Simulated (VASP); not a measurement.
# Se (Fm-3m) in VASP: notebook

The runs below take Se through relaxation of cell and atoms, single point, with r2SCAN, r2SCAN0.

Program: VASP 6.6.1. These are calculated values, not measurements. Logs are shortened: lines on timing, memory, paths and dates and some standing lists are left out, and cuts for length are marked.

## (1) The cell of the first run

Symmetry: Fm-3m, No. 225, cubic system. Conventional cell: a = 4.435 Å, b = 4.435 Å, c = 4.435 Å, α = 90.00°, β = 90.00°, γ = 90.00°. Se (site symmetry m-3m) has 12 Se at 3.14 Å within 4.1 Å.

This isn't the form of Se at room conditions, which is trigonal, of chains.

## (2) Relaxation of cell and atoms, r2SCAN

POSCAR reads:

```
Se
1.0
    0.0000000000      2.2175113317      2.2175113317
    2.2175113317      0.0000000000      2.2175113317
    2.2175113317      2.2175113317      0.0000000000
Se
1
Direct
    0.0000000000      0.0000000000      0.0000000000
```

INCAR.step1 reads:

```
PREC = Accurate
ENCUT = 600
ISMEAR = -1
SIGMA = 0.1
LREAL = F
LASPH = T
NELM = 60
GGA = PE
ALGO = Normal
EDIFF = 1E-4
LWAVE = T
LCHARG = F
```

INCAR.step2 reads:

```
PREC = Accurate
ENCUT = 600
EDIFF = 1E-6
ISMEAR = -1
SIGMA = 0.1
LREAL = F
LASPH = T
NELM = 60
ALGO = Normal
ISIF = 3
LWAVE = F
LCHARG = F
METAGGA = R2SCAN
LMIXTAU = T
IBRION = 2
NSW = 80
EDIFFG = -0.01
ISTART = 1
```

KPOINTS reads:

```
Automatic mesh
0
Gamma
  12 12 12
```

Potentials or basis: VASP PAW PBE potentials, release 64 (Se).

The run is started by

```
cat potpaw_PBE.64/Se/POTCAR > POTCAR
cp INCAR.step1 INCAR
mpirun -np 1 vasp_std > vasp.out
cp INCAR.step2 INCAR
mpirun -np 1 vasp_std > vasp.out
```

OUTCAR:

```text
PREC = Accurate
   ENCUT = 600
   EDIFF = 1E-6
   ISMEAR = -1
   LREAL = F
   LASPH = T
   NELM = 60
   ISIF = 3
   METAGGA = R2SCAN
   IBRION = 2
   NSW = 80
   EDIFFG = -0.01
   ISTART = 1

 ion  position               nearest neighbor table
   1  0.000  0.000  0.000-

  LATTYP: Found a face centered cubic cell.
 ALAT       =     4.4350226634

  Lattice vectors:

 A1 = (   0.0000000000,   2.2175113317,   2.2175113317)
 A2 = (   2.2175113317,   0.0000000000,   2.2175113317)
 A3 = (   2.2175113317,   2.2175113317,   0.0000000000)

Analysis of symmetry for initial positions (statically):
=====================================================================
 Subroutine PRICEL returns:
 Original cell was already a primitive cell.

 Routine SETGRP: Setting up the symmetry group for a
 face centered cubic supercell.

 Subroutine GETGRP returns: Found 48 space group operations
 (whereof 48 operations were pure point group operations)
 out of a pool of 48 trial point group operations.

The static configuration has the point symmetry O_h .

Analysis of symmetry for dynamics (positions and initial velocities):
=====================================================================
 Subroutine PRICEL returns:
 Original cell was already a primitive cell.

 Routine SETGRP: Setting up the symmetry group for a
 face centered cubic supercell.

 Subroutine GETGRP returns: Found 48 space group operations
 (whereof 48 operations were pure point group operations)
 out of a pool of 48 trial point group operations.

The dynamic configuration has the point symmetry O_h .

 Subroutine INISYM returns: Found 48 space group operations
 (whereof 48 operations are pure point group operations),
 and found     1 'primitive' translations

----------------------------------------------------------------------------------------

                                     Primitive cell

  volume of cell :      21.8086

  direct lattice vectors                    reciprocal lattice vectors
     0.000000000  2.217511332  2.217511332    -0.225477991  0.225477991  0.225477991
     2.217511332  0.000000000  2.217511332     0.225477991 -0.225477991  0.225477991
     2.217511332  2.217511332  0.000000000     0.225477991  0.225477991 -0.225477991

  length of vectors
     3.136034600  3.136034600  3.136034600     0.390539336  0.390539336  0.390539336

  position of ions in fractional coordinates (direct lattice)
     0.000000000  0.000000000  0.000000000

  ion indices of the primitive-cell ions
   primitive index   ion index
                 1           1

----------------------------------------------------------------------------------------

 KPOINTS: Automatic mesh

Automatic generation of k-mesh.
 Grid dimensions read from file:
 generate k-points for:   12   12   12

 Generating k-lattice:

  Cartesian coordinates                     Fractional coordinates (reciprocal lattice)
    -0.018789833  0.018789833  0.018789833     0.083333333  0.000000000  0.000000000
     0.018789833 -0.018789833  0.018789833     0.000000000  0.083333333  0.000000000
     0.018789833  0.018789833 -0.018789833     0.000000000  0.000000000  0.083333333

  Length of vectors
     0.032544945  0.032544945  0.032544945

  Shift w.r.t. Gamma in fractional coordinates (k-lattice)
     0.000000000  0.000000000  0.000000000

 Subroutine IBZKPT returns following result:
 ===========================================

 Found     72 irreducible k-points:

 Following reciprocal coordinates:
            Coordinates               Weight
  0.000000  0.000000  0.000000      1.000000
  0.083333  0.000000  0.000000      8.000000
  0.166667  0.000000  0.000000      8.000000
  0.250000  0.000000  0.000000      8.000000
  0.333333  0.000000  0.000000      8.000000
  0.416667  0.000000  0.000000      8.000000
[... 16 lines left out ...]
  0.500000  0.166667  0.000000     24.000000
 -0.416667  0.166667  0.000000     24.000000
 [... further k-points ...]
   k-points           NKPTS =     72   k-points in BZ     NKDIM =     72   number of bands    NBANDS=      7
   number of dos      NEDOS =    301   number of ions     NIONS =      1
   total plane-waves  NPLWV =  21952
   dimension x,y,z NGX =    28 NGY =   28 NGZ =   28
   dimension x,y,z NGXF=    56 NGYF=   56 NGZF=   56
   ions per type =               1
   NGX,Y,Z   is equivalent  to a cutoff of  14.84, 14.84, 14.84 a.u.
   NGXF,Y,Z  is equivalent  to a cutoff of  29.69, 29.69, 29.69 a.u.
 SYSTEM =  unknown system
   PREC   = accura    normal or accurate (medium, high low for compatibility)
   ISTART =      1    job   : 0-new  1-cont  2-samecut
   ICHARG =      0    charge: 1-file 2-atom 10-const
   ISPIN  =      1    spin polarized calculation?
   LNONCOLLINEAR =      F non collinear calculations
   LSORBIT =      F    spin-orbit coupling
   LASPH  =      T    aspherical Exc in radial PAW
   ENCUT  =  600.0 eV  44.10 Ry    6.64 a.u.   6.26  6.26  6.26*2*pi/ulx,y,z
   NELM   =     60;   NELMIN=  2; NELMDL=  0     # of ELM steps
   EDIFF  = 0.1E-05   stopping-criterion for ELM
   LREAL  =      F    real-space projection
   EDIFFG = -.1E-01   stopping-criterion for IOM
   NSW    =     80    number of steps for IOM
   IBRION =      2    ionic relax: 0-MD 1-quasi-New 2-CG
   NFREE  =      1    steps in history (QN), initial steepest desc. (CG)
   ISIF   =      3    stress and relaxation
   ISYM   =      2    0-nonsym 1-usesym 2-fastsym
   POTIM  = 0.5000    time-step for ionic-motion
   TEBEG  =    0.0;   TEEND  =   0.0 temperature during run
   PSTRESS=    0.0 pullay stress
   NELECT =       6.0000    total number of electrons
   NUPDOWN=      -1.0000    fix difference up-down
   EMIN   =  10.00;   EMAX   =-10.00  energy-range for DOS
   EFERMI =   0.00;   METHOD = LEGACY
   ISMEAR =    -1;   SIGMA  =   0.10  broadening in eV -4-tet -1-fermi 0-gaus
   EFERMI_NEDOS =   21; number of points for ismear=-14 and -15
   IALGO  =     38    algorithm
   IMIX   =      4    mixing-type and parameters
     AMIX     =   0.40;   BMIX     =  1.00
     AMIX_MAG =   1.60;   BMIX_MAG =  1.00
  volume/ion in A,a.u.               =      21.81       147.17
  Fermi-wavevector in a.u.,A,eV,Ry     =   1.064754  2.012094 15.424948  1.133702
  Thomas-Fermi vector in A             =   2.200283
   LORBIT       =      0    0 simple, 1 ext, 2 COOP (PROOUT), +10 PAW based schemes
   METAGGA = R2SCAN    functional components
   LHFCALC =     F    Hartree Fock is set to
   AEXX    =    0.0000 exact exchange contribution
   IVDW    =     0    specifies the selected vdW correction
   LEPSILON=     F    determine dielectric tensor
   LRPA    =     F    only Hartree local field effects (RPA)
 conjugate gradient relaxation of ions
 non-spin polarized calculation
  energy-cutoff  :      600.00
  volume of cell :       21.81
 maximum number of plane-waves:       745
 NGX is ok and might be reduce to    28
   NGX = 13   NGY = 13   NGZ = 13

--------------------------------------- Ionic step        1  -------------------------------------------

 number of electron       6.0000000 magnetization

 Free energy of the ion-electron system (eV)
  ---------------------------------------------------
  ext. energy  EPLUGINS =         0.00000000
  ---------------------------------------------------
  free energy    TOTEN  =       -13.40420998 eV

  energy without entropy =      -13.37199645  energy(sigma->0) =      -13.38810321

 E-fermi :   4.3414     XC(G=0): -10.7669

 val. band max:        4.3289030182   @ k =   0.1667   0.0000   0.0000
 cond. band min:       4.3561400482   @ k =   0.4167   0.1667   0.0833
 fundamental gap:      0.0272370300
 Fermi energy:         4.3413560101

 k-point     1 :       0.0000    0.0000    0.0000
  band No.  band energies     occupation
      1     -11.7314      2.00000
      2       7.1391      0.00000
      3       7.1391      0.00000
      4       7.1391      0.00000
      5      15.8182      0.00000
      6      16.8912      0.00000
      7      16.8912      0.00000

 k-point     2 :       0.0833    0.0000    0.0000
  band No.  band energies     occupation
      1     -11.5996      2.00000
      2       6.2683      0.00000
      3       7.0359      0.00000
      4       7.0359      0.00000
      5      15.9774      0.00000
      6      16.8991      0.00000
      7      17.1371      0.00000

 k-point     3 :       0.1667    0.0000    0.0000
  band No.  band energies     occupation
      1     -11.2124      2.00000
      2       4.3289      1.06218
      3       6.7768      0.00000
      4       6.7768      0.00000
      5      15.1297      0.00000
      6      17.5719      0.00000
      7      17.5719      0.00000
[... 258 lines left out ...]
 VOLUME and BASIS-vectors are now :
 -----------------------------------------------------------------------------
  energy-cutoff  :      600.00
  volume of cell :       20.11
      direct lattice vectors                 reciprocal lattice vectors
    -0.000000000  2.158459540  2.158459540    -0.231646686  0.231646686  0.231646686
     2.158459540  0.000000000  2.158459540     0.231646686 -0.231646686  0.231646686
     2.158459540  2.158459540 -0.000000000     0.231646686  0.231646686 -0.231646686

 POSITION                                       TOTAL-FORCE (eV/Angst)
 -----------------------------------------------------------------------------------
      2.15846      2.15846      4.31692        -0.000000      0.000000     -0.000000
 -----------------------------------------------------------------------------------
    total drift:                                0.000000     -0.000000      0.000000

  FREE ENERGIE OF THE ION-ELECTRON SYSTEM (eV)
  ---------------------------------------------------
  free  energy   TOTEN  =       -13.4220353684 eV

  energy  without entropy=      -13.3924038084  energy(sigma->0) =      -13.40721959

--------------------------------------- Ionic step        3  -------------------------------------------

 number of electron       6.0000000 magnetization

 Free energy of the ion-electron system (eV)
  ---------------------------------------------------
  ext. energy  EPLUGINS =         0.00000000
  ---------------------------------------------------
  free energy    TOTEN  =       -13.42304388 eV

  energy without entropy =      -13.39299706  energy(sigma->0) =      -13.40802047

 E-fermi :   5.1310     XC(G=0): -11.1063

 val. band max:        5.0547140181   @ k =  -0.4167   0.3333   0.0000
 cond. band min:       5.1471512173   @ k =  -0.1667   0.1667   0.0000
 fundamental gap:      0.0924371992
 Fermi energy:         5.1309932748

 k-point     1 :       0.0000    0.0000    0.0000
  band No.  band energies     occupation
      1     -11.5306      2.00000
      2       8.2681      0.00000
      3       8.2681      0.00000
      4       8.2681      0.00000
      5      17.4585      0.00000
      6      17.7836      0.00000
      7      17.7836      0.00000

 k-point     2 :       0.0833    0.0000    0.0000
  band No.  band energies     occupation
      1     -11.3870      2.00000
      2       7.3117      0.00000
      3       8.1498      0.00000
      4       8.1498      0.00000
      5      17.1040      0.00000
      6      18.0527      0.00000
      7      18.0527      0.00000

 k-point     3 :       0.1667    0.0000    0.0000
  band No.  band energies     occupation
      1     -10.9637      2.00000
      2       5.1961      0.68540
      3       7.8561      0.00000
      4       7.8561      0.00000
      5      16.1274      0.00000
      6      18.5275      0.00000
      7      18.5275      0.00000
[... 223 lines left out ...]
 VOLUME and BASIS-vectors are now :
 -----------------------------------------------------------------------------
  energy-cutoff  :      600.00
  volume of cell :       20.41
      direct lattice vectors                 reciprocal lattice vectors
    -0.000000000  2.169097137  2.169097137    -0.230510654  0.230510654  0.230510654
     2.169097137  0.000000000  2.169097137     0.230510654 -0.230510654  0.230510654
     2.169097137  2.169097137 -0.000000000     0.230510654  0.230510654 -0.230510654

 POSITION                                       TOTAL-FORCE (eV/Angst)
 -----------------------------------------------------------------------------------
      0.00000      0.00000     -0.00000         0.000000      0.000000      0.000000
 -----------------------------------------------------------------------------------
    total drift:                                0.000000      0.000000      0.000000

  FREE ENERGIE OF THE ION-ELECTRON SYSTEM (eV)
  ---------------------------------------------------
  free  energy   TOTEN  =       -13.4230438766 eV

  energy  without entropy=      -13.3929970570  energy(sigma->0) =      -13.40802047

 reached required accuracy - stopping structural energy minimisation
```

It took 2 min on 1 thread of Intel Xeon Platinum 8375C at 2.90GHz (Ice Lake), shared host; peak memory 0.17 GiB.

Results:

| Quantity | Value |
| --- | --- |
| Free energy | -13.4230 eV |
| Relaxed volume | 20.41 Å³/atom |
| Relaxed cell | a = 3.068 Å, b = 3.068 Å, c = 3.068 Å, α = 60.00°, β = 60.00°, γ = 60.00° |
| Space group after relaxing (to 0.1 Å) | Fm-3m (No. 225) |
| Energy gained by relaxing | 18.8 meV/atom |
| Ionic steps | 3 |
| Pressure after relaxing | 0.0 GPa |
| Band gap on the k mesh | zero (bands 3 and 4 overlap by 5.38 eV) |

The path:
```csv
step,energy change (eV),largest force (eV/Å),pressure (GPa),volume (Å³)
1,0.0000,0.0000,-4.06,21.81
2,-0.0178,0.0000,1.11,20.11
3,-0.0188,0.0000,0.01,20.41
```

Final structure:
```
Se
1.0
     0.00000    2.16910    2.16910
     2.16910    0.00000    2.16910
     2.16910    2.16910    0.00000
Se
1
Direct
  0.00000 0.00000 0.00000
```

Caveat: the PAW data sets were made with another functional, which shifts forces and pressure a little.

## (3) Single point, r2SCAN, non-collinear spin, zero start, spin-orbit coupling

This run uses another cell than the first one, of 20.44 Å³/atom.

POSCAR reads:

```
Se
1.0
    0.0000000000      2.1702437318      2.1702437318
    2.1702437318      0.0000000000      2.1702437318
    2.1702437318      2.1702437318      0.0000000000
Se
1
Direct
    0.0000000000      0.0000000000      0.0000000000
```

INCAR.step1 reads:

```
PREC     = Accurate       # precision mode
ENCUT    = 520            # plane-wave cutoff, eV
ISMEAR   = -1             # smearing method
SIGMA    = 0.1            # smearing width, eV
LREAL    = False          # projectors in reciprocal space
LASPH    = True           # aspherical terms in the spheres
NELM     = 150            # most SCF steps
MAGMOM   = 0 0 0          # initial moments
LSORBIT  = True           # spin-orbit coupling
GGA_COMPAT= False        
NBANDS   = 17             # bands
GGA      = PE             # functional
ALGO     = Normal         # electronic algorithm
EDIFF    = 1E-4           # SCF threshold, eV
LWAVE    = True           # write WAVECAR
LCHARG   = False          # write CHGCAR
```

INCAR.step2 reads:

```
PREC     = Accurate       # precision mode
ENCUT    = 520            # plane-wave cutoff, eV
EDIFF    = 1E-6           # SCF threshold, eV
ISMEAR   = -1             # smearing method
SIGMA    = 0.1            # smearing width, eV
LREAL    = False          # projectors in reciprocal space
LASPH    = True           # aspherical terms in the spheres
NELM     = 150            # most SCF steps
ALGO     = Normal         # electronic algorithm
ISIF     = 2              # what is computed and relaxed
LWAVE    = False          # write WAVECAR
LCHARG   = False          # write CHGCAR
MAGMOM   = 0 0 0          # initial moments
LORBIT   = 11             # projections on sites
LSORBIT  = True           # spin-orbit coupling
GGA_COMPAT= False        
LORBMOM  = True         
METAGGA  = R2SCAN         # meta-GGA
LMIXTAU  = True         
NBANDS   = 17             # bands
ISTART   = 1
```

KPOINTS reads:

```
regular mesh
0
Gamma
  12 12 12
```

Potentials or basis: VASP PAW PBE potentials, release 64 (Se).

The run is started by

```
cat potpaw_PBE.64/Se/POTCAR > POTCAR
cp INCAR.step1 INCAR
mpirun -np 1 vasp_ncl > vasp.out
cp INCAR.step2 INCAR
mpirun -np 1 vasp_ncl > vasp.out
```

It took 2.2 min on 1 thread of Intel Xeon Platinum 8375C at 2.90GHz (Ice Lake), shared host; peak memory 0.23 GiB.

Results (log left out):

| Item | Value |
| --- | --- |
| Free energy | -13.4498 eV |
| Pressure | 0.0 GPa |
| Net moment | 0.00 μB per cell |
| Valence electrons inside the program's atomic spheres | Se 3.65 |

Moments on the atoms (μB; x, y, z):
```
Se  0.00 0.00 0.00
```

Caveat: the PAW data sets were made with another functional, which shifts forces and pressure a little.

(Continued in part 2 of 2.)
